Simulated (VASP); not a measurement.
# ZnS (I-4m2) in VASP: a series of runs

ZnS is run at these levels: r2SCAN; tasks: single point.

Everything below comes from runs of VASP 6.6.1. Logs are shortened: lines on timing, memory, paths and dates and some standing lists are left out, and cuts for length are marked.

### Step 1. The cell of the first run

It takes space group I-4m2 (No. 119, tetragonal). The conventional cell has a = 3.768 Å, b = 3.768 Å, c = 5.247 Å, α = 90.00°, β = 90.00°, γ = 90.00°. Zn (site symmetry -4m2) has 4 S at 2.30 Å within 3.0 Å. S (site symmetry -4m2) has 4 Zn at 2.30 Å within 3.0 Å.

### Step 2. Single point, r2SCAN (strain -0.015 along x and y, -0.030 along z)

POSCAR

```
ZnS
1.0
    0.0000000000      2.6640802500      2.6235105000
    2.6640802500      0.0000000000      2.6235105000
    2.6640802500      2.6640802500      0.0000000000
Zn S
1 1
Direct
    0.0000000000      0.0000000000      0.0000000000
    0.7500000000      0.7500000000      0.7500000000
```

INCAR.step1

```
PREC = Accurate
ENCUT = 520
ISMEAR = 0
SIGMA = 0.05
LREAL = False
LASPH = True
NELM = 60
NBANDS = 16
GGA = PE
ALGO = Normal
EDIFF = 1E-4
LWAVE = True
LCHARG = False
```

INCAR.step2

```
PREC = Accurate
ENCUT = 520
EDIFF = 1E-6
ISMEAR = 0
SIGMA = 0.05
LREAL = False
LASPH = True
NELM = 60
ALGO = Normal
ISIF = 2
LWAVE = False
LCHARG = False
METAGGA = R2SCAN
LMIXTAU = True
NBANDS = 16
ISTART = 1
```

KPOINTS

```
regular mesh
0
Gamma
  8 8 8
```

Potentials or basis: VASP PAW PBE potentials, release 64 (Zn, S).

Run with:

```sh
> cat potpaw_PBE.64/Zn/POTCAR potpaw_PBE.64/S/POTCAR > POTCAR
> cp INCAR.step1 INCAR
> mpirun -np 1 vasp_std > vasp.out
> cp INCAR.step2 INCAR
> mpirun -np 1 vasp_std > vasp.out
```

OUTCAR:

```text
PREC = Accurate
   ENCUT = 520
   EDIFF = 1E-6
   ISMEAR = 0
   LREAL = False
   LASPH = True
   NELM = 60
   ISIF = 2
   METAGGA = R2SCAN
   ISTART = 1

 ion  position               nearest neighbor table
   1  0.000  0.000  0.000-   2 2.30   2 2.30   2 2.30   2 2.30
   2  0.750  0.750  0.750-   1 2.30   1 2.30   1 2.30   1 2.30

  LATTYP: Found a body centered tetragonal cell.
 ALAT       =     3.7675784208
 C/A-ratio  =     1.3926773152

  Lattice vectors:

 A1 = (   0.0000000000,  -2.6640802500,  -2.6235105000)
 A2 = (   0.0000000000,   2.6640802500,  -2.6235105000)
 A3 = (   2.6640802500,   0.0000000000,   2.6235105000)

Analysis of symmetry for initial positions (statically):
=====================================================================
 Subroutine PRICEL returns:
 Original cell was already a primitive cell.

 Routine SETGRP: Setting up the symmetry group for a
 body centered tetragonal supercell.

 Subroutine GETGRP returns: Found  8 space group operations
 (whereof  8 operations were pure point group operations)
 out of a pool of 16 trial point group operations.

The static configuration has the point symmetry D_2d.

Analysis of symmetry for dynamics (positions and initial velocities):
=====================================================================
 Subroutine PRICEL returns:
 Original cell was already a primitive cell.

 Routine SETGRP: Setting up the symmetry group for a
 body centered tetragonal supercell.

 Subroutine GETGRP returns: Found  8 space group operations
 (whereof  8 operations were pure point group operations)
 out of a pool of 16 trial point group operations.

The dynamic configuration has the point symmetry D_2d.

 Subroutine INISYM returns: Found  8 space group operations
 (whereof  8 operations are pure point group operations),
 and found     1 'primitive' translations

----------------------------------------------------------------------------------------

                                     Primitive cell

  volume of cell :      37.2398

  direct lattice vectors                    reciprocal lattice vectors
     0.000000000  2.664080250  2.623510500    -0.187682034  0.187682034  0.190584333
     2.664080250  0.000000000  2.623510500     0.187682034 -0.187682034  0.190584333
     2.664080250  2.664080250  0.000000000     0.187682034  0.187682034 -0.190584333

  length of vectors
     3.739001327  3.739001327  3.767578421     0.326759055  0.326759055  0.326759055

  position of ions in fractional coordinates (direct lattice)
     0.000000000  0.000000000  0.000000000
     0.750000000  0.750000000  0.750000000

  ion indices of the primitive-cell ions
   primitive index   ion index
                 1           1
                 2           2

----------------------------------------------------------------------------------------

 KPOINTS: regular mesh

Automatic generation of k-mesh.
 Grid dimensions read from file:
 generate k-points for:    8    8    8

 Generating k-lattice:

  Cartesian coordinates                     Fractional coordinates (reciprocal lattice)
    -0.023460254  0.023460254  0.023823042     0.125000000 -0.000000000  0.000000000
     0.023460254 -0.023460254  0.023823042    -0.000000000  0.125000000  0.000000000
     0.023460254  0.023460254 -0.023823042     0.000000000  0.000000000  0.125000000

  Length of vectors
     0.040844882  0.040844882  0.040844882

  Shift w.r.t. Gamma in fractional coordinates (k-lattice)
     0.000000000  0.000000000  0.000000000

 Subroutine IBZKPT returns following result:
 ===========================================

 Found     59 irreducible k-points:

 Following reciprocal coordinates:
            Coordinates               Weight
  0.000000  0.000000  0.000000      1.000000
  0.125000  0.000000  0.000000      8.000000
  0.250000  0.000000  0.000000      8.000000
  0.375000  0.000000  0.000000      8.000000
  0.500000  0.000000  0.000000      4.000000
  0.125000  0.125000  0.000000      2.000000
[... 16 lines left out ...]
  0.250000  0.000000  0.125000     16.000000
  0.375000  0.000000  0.125000     16.000000
 [... further k-points ...]
   k-points           NKPTS =     59   k-points in BZ     NKDIM =     59   number of bands    NBANDS=     16
   number of dos      NEDOS =    301   number of ions     NIONS =      2
   total plane-waves  NPLWV =  21952
   dimension x,y,z NGX =    28 NGY =   28 NGZ =   28
   dimension x,y,z NGXF=    56 NGYF=   56 NGZF=   56
   ions per type =               1   1
   NGX,Y,Z   is equivalent  to a cutoff of  12.45, 12.45, 12.36 a.u.
   NGXF,Y,Z  is equivalent  to a cutoff of  24.90, 24.90, 24.71 a.u.
 SYSTEM =  unknown system
   PREC   = accura    normal or accurate (medium, high low for compatibility)
   ISTART =      1    job   : 0-new  1-cont  2-samecut
   ICHARG =      0    charge: 1-file 2-atom 10-const
   ISPIN  =      1    spin polarized calculation?
   LNONCOLLINEAR =      F non collinear calculations
   LSORBIT =      F    spin-orbit coupling
   LASPH  =      T    aspherical Exc in radial PAW
   ENCUT  =  520.0 eV  38.22 Ry    6.18 a.u.   6.95  6.95  7.01*2*pi/ulx,y,z
   NELM   =     60;   NELMIN=  2; NELMDL=  0     # of ELM steps
   EDIFF  = 0.1E-05   stopping-criterion for ELM
   LREAL  =      F    real-space projection
   EDIFFG = 0.1E-04   stopping-criterion for IOM
   NSW    =      0    number of steps for IOM
   IBRION =     -1    ionic relax: 0-MD 1-quasi-New 2-CG
   NFREE  =      0    steps in history (QN), initial steepest desc. (CG)
   ISIF   =      2    stress and relaxation
   ISYM   =      2    0-nonsym 1-usesym 2-fastsym
   POTIM  = 0.5000    time-step for ionic-motion
   TEBEG  =    0.0;   TEEND  =   0.0 temperature during run
   PSTRESS=    0.0 pullay stress
   NELECT =      18.0000    total number of electrons
   NUPDOWN=      -1.0000    fix difference up-down
   EMIN   =  10.00;   EMAX   =-10.00  energy-range for DOS
   EFERMI =   0.00;   METHOD = LEGACY
   ISMEAR =     0;   SIGMA  =   0.05  broadening in eV -4-tet -1-fermi 0-gaus
   EFERMI_NEDOS =   21; number of points for ismear=-14 and -15
   IALGO  =     38    algorithm
   IMIX   =      4    mixing-type and parameters
     AMIX     =   0.40;   BMIX     =  1.00
     AMIX_MAG =   1.60;   BMIX_MAG =  1.00
  volume/ion in A,a.u.               =      18.62       125.65
  Fermi-wavevector in a.u.,A,eV,Ry     =   1.284783  2.427888 22.458701  1.650668
  Thomas-Fermi vector in A             =   2.416956
   LORBIT       =      0    0 simple, 1 ext, 2 COOP (PROOUT), +10 PAW based schemes
   METAGGA = R2SCAN    functional components
   LHFCALC =     F    Hartree Fock is set to
   AEXX    =    0.0000 exact exchange contribution
   IVDW    =     0    specifies the selected vdW correction
   LEPSILON=     F    determine dielectric tensor
   LRPA    =     F    only Hartree local field effects (RPA)
 non-spin polarized calculation
 Gauss-broadening in eV      SIGMA  =   0.05
  energy-cutoff  :      520.00
  volume of cell :       37.24
 maximum number of plane-waves:      1020
   NGX = 13   NGY = 13   NGZ = 13

 number of electron      18.0000012 magnetization

 Free energy of the ion-electron system (eV)
  ---------------------------------------------------
  ext. energy  EPLUGINS =         0.00000000
  ---------------------------------------------------
  free energy    TOTEN  =       -18.84128745 eV

  energy without entropy =      -18.84128745  energy(sigma->0) =      -18.84128745

 E-fermi :   2.7286     XC(G=0): -10.5803

 val. band max:        2.4304177640   @ k =   0.0000   0.0000   0.0000
 cond. band min:       5.3416158247   @ k =   0.0000   0.0000   0.0000
 fundamental gap:      2.9111980607
 Fermi energy:         2.7285611942

 k-point     1 :       0.0000    0.0000    0.0000
  band No.  band energies     occupation
      1     -11.7164      2.00000
      2      -4.3606      2.00000
      3      -4.3606      2.00000
      4      -4.3511      2.00000
      5      -3.7377      2.00000
      6      -3.7319      2.00000
[... 8 lines left out ...]
     15      14.8804      0.00000
     16      15.3008      0.00000

 k-point     2 :       0.1250    0.0000    0.0000
  band No.  band energies     occupation
      1     -11.5845      2.00000
      2      -4.3598      2.00000
      3      -4.3361      2.00000
      4      -4.3281      2.00000
      5      -3.7390      2.00000
      6      -3.7344      2.00000
[... 8 lines left out ...]
     15      14.2214      0.00000
     16      16.0672      0.00000

 k-point     3 :       0.2500    0.0000    0.0000
  band No.  band energies     occupation
      1     -11.2385      2.00000
      2      -4.3174      2.00000
      3      -4.2821      2.00000
      4      -4.2714      2.00000
      5      -3.7336      2.00000
      6      -3.7327      2.00000
[... 8 lines left out ...]
     15      13.9677      0.00000
     16      15.3940      0.00000

 k-point     4 :       0.3750    0.0000    0.0000
  band No.  band energies     occupation
      1     -10.8423      2.00000
      2      -4.2389      2.00000
      3      -4.2258      2.00000
      4      -4.0907      2.00000
      5      -3.7158      2.00000
      6      -3.7119      2.00000
[... 8 lines left out ...]
     15      15.2215      0.00000
     16      15.2246      0.00000
[... 324 lines left out ...]
 k-point    22 :       0.1250    0.0000    0.1250
  band No.  band energies     occupation
      1     -11.5421      2.00000
      2      -4.3859      2.00000
      3      -4.3156      2.00000
      4      -4.3040      2.00000
      5      -3.7563      2.00000
      6      -3.7203      2.00000
[... 8 lines left out ...]
     15      15.0248      0.00000
     16      16.6544      0.00000

 k-point    23 :       0.2500    0.0000    0.1250
  band No.  band energies     occupation
      1     -11.2676      2.00000
      2      -4.3805      2.00000
      3      -4.2591      2.00000
      4      -4.2452      2.00000
      5      -3.7659      2.00000
      6      -3.7089      2.00000
[... 8 lines left out ...]
     15      14.9928      0.00000
     16      17.0148      0.00000

 k-point    24 :       0.3750    0.0000    0.1250
  band No.  band energies     occupation
      1     -10.8820      2.00000
      2      -4.2857      2.00000
      3      -4.1984      2.00000
      4      -4.1505      2.00000
      5      -3.7386      2.00000
      6      -3.6963      2.00000
[... 8 lines left out ...]
     15      15.8144      0.00000
     16      16.3422      0.00000

 [... further k-points ...]

------------------------ aborting loop because EDIFF is reached ----------------------------------------

  FORCE on cell =-STRESS in cart. coord.  units (eV):
  Direction    XX          YY          ZZ          XY          YZ          ZX
  --------------------------------------------------------------------------------------
  -------------------------------------------------------------------------------------
  Total        0.9588177      0.9588177      1.1125191      0.0000000      0.0000000      0.0000000
  in kB       41.2514489     41.2514489     47.8641849      0.0000000      0.0000000      0.0000000
  external PRESSURE =      43.4556942 kB  Pullay stress =       0.0000000 kB

 VOLUME and BASIS-vectors are now :
 -----------------------------------------------------------------------------
  energy-cutoff  :      520.00
  volume of cell :       37.24
      direct lattice vectors                 reciprocal lattice vectors
     0.000000000  2.664080250  2.623510500    -0.187682034  0.187682034  0.190584333
     2.664080250  0.000000000  2.623510500     0.187682034 -0.187682034  0.190584333
     2.664080250  2.664080250  0.000000000     0.187682034  0.187682034 -0.190584333

 POSITION                                       TOTAL-FORCE (eV/Angst)
 -----------------------------------------------------------------------------------
      0.00000      0.00000      0.00000        -0.000000     -0.000000     -0.000000
      3.99612      3.99612      3.93527         0.000000      0.000000      0.000000
 -----------------------------------------------------------------------------------
    total drift:                               -0.000002     -0.000002     -0.000045

  FREE ENERGIE OF THE ION-ELECTRON SYSTEM (eV)
  ---------------------------------------------------
  free  energy   TOTEN  =       -18.8412874483 eV

  energy  without entropy=      -18.8412874483  energy(sigma->0) =      -18.84128745
```

Run time: 61 s. Hardware: 1 thread of Intel Xeon 6975P-C (Granite Rapids), shared host; peak memory 0.18 GiB.

Results:

```
Free energy            : -18.8413 eV
Pressure               : 4.3 GPa
Band gap on the k mesh : 2.91 eV
```

Stress tensor (GPa, compression positive):
```
4.13 0.00 0.00
0.00 4.13 0.00
0.00 0.00 4.79
```

Caveat: the cell differs from its parent crystal (strain -0.015 along x and y, -0.030 along z); the cell stands under pressure; the PAW data sets were made with another functional, which shifts forces and pressure a little.

(Continued in part 2 of 2.)
